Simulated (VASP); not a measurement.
Input of a VASP 6.6.1 run:

The input POSCAR:

```
Si
1.0
    0.0000000000      2.7227277380      2.7227277380
    2.7227277380      0.0000000000      2.7227277380
    2.7227277380      2.7227277380      0.0000000000
Si
2
Direct
    0.5000000000      0.5000000000      0.5000000000
    0.7500000000      0.7500000000      0.7500000000
```

Contents of INCAR.step1:

```
SYSTEM = Si
PREC = Accurate
ENCUT = 520
ISMEAR = -1
SIGMA = 0.05
LREAL = .False.
LASPH = .True.
NELM = 60
NBANDS = 11
GGA = PE
ALGO = Normal
EDIFF = 1E-4
LWAVE = .True.
LCHARG = .False.
```

The input INCAR.step2:

```
SYSTEM = Si
PREC = Accurate
ENCUT = 520
EDIFF = 1E-6
ISMEAR = -1
SIGMA = 0.05
LREAL = .False.
LASPH = .True.
NELM = 60
ALGO = Normal
ISIF = 2
LWAVE = .False.
LCHARG = .False.
METAGGA = R2SCAN
LMIXTAU = .True.
NBANDS = 11
ISTART = 1
```

File KPOINTS:

```
Automatic mesh
0
Gamma
  6 6 6
  0 0 0
```

Potentials or basis: VASP PAW PBE potentials, release 64 (Si).

The run is started by

```sh
$ cat potpaw_PBE.64/Si/POTCAR > POTCAR
$ cp INCAR.step1 INCAR
$ mpirun -np 1 vasp_std > vasp.out
$ cp INCAR.step2 INCAR
$ mpirun -np 1 vasp_std > vasp.out
```

**Question.** Estimate the pressure.

**Answer.** -0.2 GPa.

**Question.** Estimate the band gap on the k mesh.

**Answer.** 0.93 eV, indirect (least direct gap 2.75 eV).

Caveat: the PAW data sets were made with another functional, which shifts forces and pressure a little. A k mesh can miss the band edges.
